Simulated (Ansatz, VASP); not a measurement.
SnSe5 in VASP and in Ansatz

```
Sn Se
1.0
     0.00000    4.12029    4.12029
     4.12029    0.00000    4.12029
     4.12029    4.12029    0.00000
Sn Se
1 5
Direct
  0.00000 0.00000 0.00000
  0.37904 0.37904 0.86289
  0.37904 0.86289 0.37904
  0.86289 0.37904 0.37904
  0.37904 0.37904 0.37904
  0.75000 0.75000 0.75000
```

Change from the starting cell: species swapped into the Be5Au type (F-43m, No. 216).

Alike in both runs: functional PBE; k mesh 4 × 4 × 4; occupations gaussian, width 0.1 eV; no spin polarisation.

Ansatz relaxed the structure, and its values are those at the end. VASP's run is a single point on that final structure, the one shown.

|  | VASP | Ansatz |
| --- | --- | --- |
| version | VASP 6.6.1 | Ansatz 0.2.0 |
| potentials or method | VASP PAW PBE potentials, release 64 (Sn_d, Se), cutoff 520 eV | scalar-relativistic, plane waves, PAW |
| valence electrons in the cell | 44 | 94 |

```csv
,VASP,Ansatz,Ansatz less VASP
gap on the k mesh at the Fermi level (eV),none,none,-
pressure (GPa),-0.1,-0.1,-0.01
rms of the force components (eV/Å),0.022,0.023,+0.0011
```

A gap of «none» marks a metal or a gap that the smearing closes. VASP's potentials hold 44 valence electrons a cell and Ansatz's 94, so a difference there can come from the potentials and not from the codes.
